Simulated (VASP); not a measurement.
Runs of VASP 6.6.1 on CuO. The cells are those of the table. 

```tsv
level	potentials or basis	U	cell	k mesh	cutoff (eV)	second run	gap on the mesh (eV)	pressure (GPa)	largest force (eV/Å)
PBE+U	VASP PAW PBE potentials, release 64 (Cu, O)	Cu d U = 1.0 eV	a = 2.883, b = 2.899, c = 5.178 Å, angles 95.6, 94.6, 73.8°, 4 atoms	10 × 10 × 5	520	-	none	91.3	38.99
PBE	VASP PAW PBE potentials, release 64 (Cu, O)	-	a = 2.902, b = 2.918, c = 5.212 Å, angles 95.6, 94.6, 73.8°, 4 atoms	10 × 10 × 5	520	-	none	85.9	37.94
PBE	VASP PAW PBE potentials, release 64 (Cu, O)	-	a = 2.864, b = 2.880, c = 5.143 Å, angles 95.6, 94.6, 73.8°, 4 atoms	10 × 10 × 5	520	-	none	101.9	41.37
PBE+U	VASP PAW PBE potentials, release 64 (Cu, O)	Cu d U = 6.0 eV	a = 2.883, b = 2.899, c = 5.178 Å, angles 95.6, 94.6, 73.8°, 4 atoms	10 × 10 × 5	520	-	none	78.8	(a)
PBE	VASP PAW PBE potentials, release 64 (Cu, O)	-	a = 2.921, b = 2.937, c = 5.246 Å, angles 95.6, 94.6, 73.8°, 4 atoms	10 × 10 × 5	520	-	none	78.8	36.36
PBE+U	VASP PAW PBE potentials, release 64 (Cu, O)	Cu d U = 2.0 eV	a = 2.883, b = 2.899, c = 5.178 Å, angles 95.6, 94.6, 73.8°, 4 atoms	10 × 10 × 5	520	-	none	89.0	38.34
PBE	VASP PAW PBE potentials, release 64 (Cu, O)	-	a = 2.883, b = 2.899, c = 5.178 Å, angles 95.6, 94.6, 73.8°, 4 atoms	6 × 6 × 3	520	-	none	(b)	39.59
PBE	VASP PAW PBE potentials, release 64 (Cu_sv_GW, O)	-	a = 2.883, b = 2.899, c = 5.178 Å, angles 95.6, 94.6, 73.8°, 4 atoms	6 × 6 × 3	700	valence_matched	none	95.9	42.88
```

Alike in all rows: task single point; no spin polarisation; smearing fermi-dirac 0.05 eV.

Estimate the missing entries.

(a) 35.39; (b) 93.6.

Caveats: some runs use coarse meshes; forces of over 1 eV/Å act on the atoms, so gaps and moduli don't describe the material at rest; semilocal functionals often make such compounds metallic where correlation or magnetic order opens a gap, which also shifts bond lengths (some runs); U without spin polarisation on a metal has little footing (some runs).

A gap of «none» marks levels without a gap at the run's occupations.

The runs don't all hold the same shells in valence.
